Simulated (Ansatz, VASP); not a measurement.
# Two plane-wave programs on NaI

File POSCAR:

```
NaI
1.0
    4.0868681806      0.0463314874      0.0463314874
    0.0463314874      4.0868681806      0.0463314874
    0.0463314874      0.0463314874      4.0868681806
Na I
1 1
Direct
    0.0000000000      0.0000000000      0.0000000000
    0.5000000000      0.5000000000      0.5000000000
```

INCAR.step1

```
SYSTEM = NaI
PREC = Accurate ; ENCUT = 520
EDIFF = 1E-5 ; ISMEAR = 0
SIGMA = 0.01 ; LREAL = .False.
LASPH = .True. ; NELM = 60
ALGO = Normal ; ISIF = 2
LWAVE = .True. ; LCHARG = .False.
GGA = PE ; NBANDS = 14
```

INCAR.step2

```
SYSTEM = NaI
PREC = Accurate ; ENCUT = 520
EDIFF = 1E-7 ; ISMEAR = 0
SIGMA = 0.01 ; LREAL = .False.
LASPH = .True. ; NELM = 60
ALGO = Normal ; ISIF = 2
LWAVE = .False. ; LCHARG = .False.
GGA = PE ; LHFCALC = .True.
HFSCREEN = 0.2079 ; PRECFOCK = Normal
ISTART = 1 ; NBANDS = 14
```

The input KPOINTS:

```
Automatic mesh
0
Gamma
  4 4 4
  0 0 0
```

Input for Ansatz:

```yaml
crystal:
  lattice:
    - [4.0868681806, 0.0463314874, 0.0463314874]
    - [0.0463314874, 4.0868681806, 0.0463314874]
    - [0.0463314874, 0.0463314874, 4.0868681806]
  atoms:
    - { symbol: Na, position: [0.0, 0.0, 0.0] }
    - { symbol: I, position: [0.5, 0.5, 0.5] }
kpoints:
  mp_grid: { grid: [4, 4, 4] }
  band_path:
    path: [[0.0, 0.0, 0.0], [0.0, 0.5, 0.0], [0.5, 0.5, 0.0], [0.5, 0.5, 0.5]]
    npoints: 1
hamiltonian:
  xc: hse06
scf:
  occupations: { method: fixed }
  n_extra_bands: 4
output:
  forces: true
  stress: true
  eigenvalues: true
```

Change from the starting cell: shear_111 strain +3.4%.

Alike in both runs: task single point; functional HSE06; k mesh 4 × 4 × 4; no spin polarisation.

|  | VASP | Ansatz |
| --- | --- | --- |
| version | VASP 6.6.1 | Ansatz 0.2.0 |
| potentials or method | VASP PAW PBE potentials, release 64 (Na_pv, I) | plane waves, PAW |
| plane-wave cutoff (eV) | 520 | 420 |
| occupations | gaussian, width 0.01 eV | fixed |
| valence electrons in the cell | 14 | 26 |

```tsv
	VASP	Ansatz	Ansatz less VASP
gap on the k mesh at the Fermi level (eV)	3.18	3.20	+0.017
pressure (GPa)	-0.4	-0.3	+0.01
traceless stress, the component that is largest in VASP (GPa)	0.11	0.11	+0.001
```

VASP's potentials hold 14 valence electrons a cell and Ansatz's 26, so a difference there can come from the potentials and not from the codes. Ansatz's warnings: stress exchange threshold loose, stress scf threshold loose.

Spin-orbit coupling is off throughout.
